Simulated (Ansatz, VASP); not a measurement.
## One calculation of AgI, two programs

```
CELL_PARAMETERS angstrom
4.48499 0.00000 0.00000
-2.24249 3.88412 0.00000
0.00000 0.00000 7.34057
ATOMIC_POSITIONS crystal
Ag 0.66667 0.33333 0.62773
Ag 0.33333 0.66667 0.12773
I 0.66667 0.33333 0.00227
I 0.33333 0.66667 0.50227
```

Alike in both runs: task single point; functional LDA; k mesh 6 × 6 × 4; no spin polarisation.

|  | VASP | Ansatz |
| --- | --- | --- |
| version | VASP 6.6.1 | Ansatz 0.2.0 |
| potentials or method | VASP PAW LDA potentials, release 64 (Ag, I), cutoff 500 eV | all-electron LAPW, scalar-relativistic |
| occupations | gaussian, width 0.01 eV | fixed |

```csv
,VASP,Ansatz,Ansatz less VASP
gap on the k mesh at the Fermi level (eV),1.13,1.09,-0.038
pressure (GPa),0.0,0.0,0.00
```

LDA's correlation is that of Perdew and Zunger in VASP and of Perdew and Wang (1992) in Ansatz. Ansatz ran all-electron here, and VASP with PAW potentials.

Neither program's run includes spin-orbit coupling.
